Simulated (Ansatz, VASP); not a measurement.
Two plane-wave programs on TaN

```xyz
2
Lattice="2.7323 0.0000 0.0000 0.0000 2.7323 0.0000 0.0000 0.0000 2.7323" Properties=species:S:1:pos:R:3 pbc="T T T"
Ta    0.0000    0.0000    0.0000
N     1.3662    1.3662    1.3662
```

Alike in both runs: task single point; functional r2SCAN; k mesh 7 × 7 × 7; occupations gaussian, width 0.05 eV; collinear spin; Hubbard terms Ta d U = 1.0 eV.

|  | VASP | Ansatz |
| --- | --- | --- |
| version | VASP 6.6.1 | Ansatz 0.2.0 |
| potentials or method | VASP PAW PBE potentials, release 64 (Ta_pv, N), cutoff 660 eV | scalar-relativistic, plane waves, PAW |
| valence electrons in the cell | 16 | 18 |

```csv
,VASP,Ansatz,Ansatz less VASP
gap on the k mesh at the Fermi level (eV),none,none,-
pressure (GPa),6.6,2.7,-3.90
net moment per atom (μB),0.10,0.10,0.000
size of the moment on the site where the two differ most (μB),0.16,0.11,-0.043
```

VASP's potentials were made for PBE, not for r2SCAN. Site moments also hang on the region over which each program counts them. The programs project onto different local orbitals, so the same U acts differently, and such runs can settle in different states. A gap of «none» marks a metal or a gap that the smearing closes. VASP's potentials hold 16 valence electrons a cell and Ansatz's 18, so a difference there can come from the potentials and not from the codes. Ansatz's warnings: filled band counts differ across k points, seeded moment not kept, stability check not made.

Neither program's run includes spin-orbit coupling.
